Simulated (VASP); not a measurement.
TiPd, 2 atoms in the cell. The structure is tetragonal, space group P4/mmm (No. 123). Conventional cell: a = 2.767 Å, b = 2.767 Å, c = 3.800 Å, α = 90.00°, β = 90.00°, γ = 90.00°. Ti (site symmetry 4/mmm) has 8 Pd at 2.73 Å and 4 Ti at 2.77 Å within 3.6 Å. Within 3.6 Å of Pd (site symmetry 4/mmm) lie 8 Ti at 2.73 Å and 4 Pd at 2.77 Å. 

- Program: VASP 6.6.1
- Task: single point
- Functional: LDA
- Potentials or basis: VASP PAW LDA potentials, release 64 (Ti_sv, Pd)
- Cutoff: 520 eV
- k mesh: 8 × 8 × 6
- Occupations: fermi-dirac, width 0.05 eV
- Spin: no spin polarisation
- Dipole correction: no
- Further INCAR settings: ALGO = Normal; EDIFF = 1e-06; NBANDS = 18

Potentials or basis: VASP PAW LDA potentials, release 64 (Ti_sv, Pd).

The run is started by

```sh
$ cat potpaw_LDA.64/Ti_sv/POTCAR potpaw_LDA.64/Pd/POTCAR > POTCAR
$ mpirun -np 1 vasp_std > vasp.out
```

Hardware: 1 thread of Intel Xeon 8259CL, on a shared host.

Q: Estimate the wall time of this run.

A: It took 48 s on 1 thread of Intel Xeon 8259CL, on a shared host, peak memory 0.16 GiB. Counts: scf iterations 14, k points 60.
